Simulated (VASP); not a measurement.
Set up this calculation in VASP 6.6.1, as the native input.

```
Task                   : electric field gradients
Functional             : LDA
Potentials or basis    : VASP PAW LDA potentials, release 64 (In_d, O)
Cutoff                 : 520 eV
k mesh                 : 12 × 12 × 4
Occupations            : fermi-dirac, width 0.15 eV
Spin                   : no spin polarisation
Dipole correction      : no
Further INCAR settings : ALGO = Fast; EDIFF = 1e-08; NBANDS = 41
```

The structure of In2O lies in POSCAR:

```
In2O
1.0
    3.3082231474      0.0000000000      0.0000000000
   -1.6541115737      2.8650052870      0.0000000000
    0.0000000000      0.0000000000     12.3299693048
In O
4 2
Direct
    0.0000000000      0.0000000000      0.3829938136
    0.0000000000      0.0000000000      0.6170061864
    0.6666666667      0.3333333333      0.1141025479
    0.3333333333      0.6666666667      0.8858974521
    0.6666666667      0.3333333333      0.3024534100
    0.3333333333      0.6666666667      0.6975465900
```

One way to write it, as run:

INCAR

```
ALGO = Fast
EDIFF = 1E-8
ENCUT = 520
ISIF = 2
ISMEAR = -1
LASPH = True
LCHARG = False
LEFG = True
LREAL = False
LWAVE = False
NBANDS = 41
NELM = 60
PREC = Accurate
SIGMA = 0.15
```

KPOINTS

```
k-points
0
Gamma
  12 12 4
```

Potentials or basis: VASP PAW LDA potentials, release 64 (In_d, O).

The run is started by

```console
$ cat potpaw_LDA.64/In_d/POTCAR potpaw_LDA.64/O/POTCAR > POTCAR
$ mpirun -np 1 vasp_std > vasp.out
```

It gave:

The pressure is 0.2 GPa, the largest force is 0.046 eV/Å and the band gap on the k mesh is zero (bands 32 and 33 overlap by 1.51 eV). The largest electric field gradient by atom is In -51.7, +42.1 (each value once); O -3.3 V/Å².

Caveat: without QUAD_EFG the Cq values of the log hold for a quadrupole moment of 1 mb, not for the nuclei; spin-orbit coupling is left out, which moves the levels of the heavy elements.

Wall time 20 min on 1 thread of Oxide Virtual Turin-like Processor, on a shared host, peak memory 0.34 GiB.
